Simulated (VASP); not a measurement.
Runs of VASP 6.6.1 on BeTe. The structure is that of space group F-43m (No. 216), or close to it. The cells are those of the table. 

```csv
task,level,spin,cell,k mesh,cutoff (eV),smearing,dipole correction,grid for exact exchange (PRECFOCK),share of exact exchange,screening parameter,tolerance level,gap on the mesh (eV),pressure (GPa)
single point,RPBE+D4,off,"a = 3.931 Å, angles 60.0°, 2 atoms",8 × 8 × 8,600,fermi-dirac 0.05 eV,no,-,-,-,-,1.96,0.1
single point,HSE06,off,"a = 3.943 Å, angles 60.0°, 2 atoms",6 × 6 × 6,520,fermi-dirac 0.05 eV,no,Normal,0.25,0.2079 1/Å,-,2.56,1.7
single point,PBE,off,"a = 3.917 Å, angles 60.0°, 2 atoms",5 × 5 × 5,600,fermi-dirac 0.02 eV,no,-,-,-,-,1.96,(c)
single point,HSE06,off,"a = 3.891 Å, angles 60.0°, 2 atoms",6 × 6 × 6,520,fermi-dirac 0.05 eV,no,Normal,0.25,0.2079 1/Å,-,2.45,4.7
band structure,PBEsol,"non-collinear, zero start, SOC","a = 3.917 Å, angles 60.0°, 2 atoms",6 × 6 × 6,290,gaussian 0.03 eV,-,-,-,-,standard,-,2.7
single point,PBE0,off,"a = 3.917 Å, angles 60.0°, 2 atoms",6 × 6 × 6,520,fermi-dirac 0.05 eV,no,Normal,0.25,-,-,3.18,(a)
single point,HSE06,off,"a = 3.917 Å, angles 60.0°, 2 atoms",4 × 4 × 4,520,fermi-dirac 0.05 eV,no,Normal,0.25,0.2079 1/Å,-,2.52,3.6
single point,HSE06,off,"a = 3.917 Å, angles 60.0°, 2 atoms",4 × 4 × 4,450,gaussian 0.02 eV,-,Fast,0.25,0.2 1/Å,-,(b),3.6
```

Alike in all rows: potentials or basis VASP PAW PBE potentials, release 64 (Te, Be).

Q: Estimate the missing entries.

A: (a) 3.1; (b) 2.54; (c) 4.6.

Caveats: some runs use coarse meshes; the PAW data sets were made with another functional, which shifts forces and pressure a little (at least some runs); spin-orbit coupling is left out, which moves the levels of the heavy elements (at least some runs); the cell stands under pressure (at least some runs); an odd mesh through Γ misses points on the zone boundary, where band edges can lie (at least some runs); the cutoff is under 1.25 times the usual one of these potentials, so pressure, stress and relaxed cells hold a basis-set (Pulay) error (at least some runs).

A k mesh can miss the band edges, and rows without SOC leave out spin-orbit coupling on Te.
